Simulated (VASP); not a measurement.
Here is a VASP 6.6.1 calculation.

Contents of INCAR:

```
SYSTEM = GaSb
PREC = Accurate ; ENCUT = 520
EDIFF = 1E-6 ; ISMEAR = 0
SIGMA = 0.15 ; LREAL = .False.
LASPH = .True. ; NELM = 100
ALGO = Normal ; ISIF = 2
LWAVE = .False. ; LCHARG = .False.
GGA = PE ; NBANDS = 16
```

The input KPOINTS:

```
regular mesh
0
Gamma
  16 16 16
  0 0 0
```

File POSCAR:

```
GaSb
1.0
   -2.7657340133      2.7657340133      1.6601500000
    2.7657340133     -2.7657340133      1.6601500000
    2.7657340133      2.7657340133     -1.6601500000
Ga Sb
1 1
Direct
    0.2500000000      0.7500000000      0.5000000000
    0.0000000000      0.0000000000      0.0000000000
```

Potentials or basis: VASP PAW PBE potentials, release 64 (Ga_d, Sb).

The run is started by

```sh
$ cat potpaw_PBE.64/Ga_d/POTCAR potpaw_PBE.64/Sb/POTCAR > POTCAR
$ mpirun -np 1 vasp_std > vasp.out
```

Task: What does it give for the band gap on the k mesh?

Result: Zero (bands 9 and 10 overlap by 4.67 eV).

Task: What does it give for the pressure?

Result: -1.9 GPa.

Stress tensor (GPa, compression positive):
```
-1.35  0.00  0.00
 0.00 -1.35  0.00
 0.00  0.00 -3.05
```

Caveat: spin-orbit coupling is left out, which moves the levels of the heavy elements.
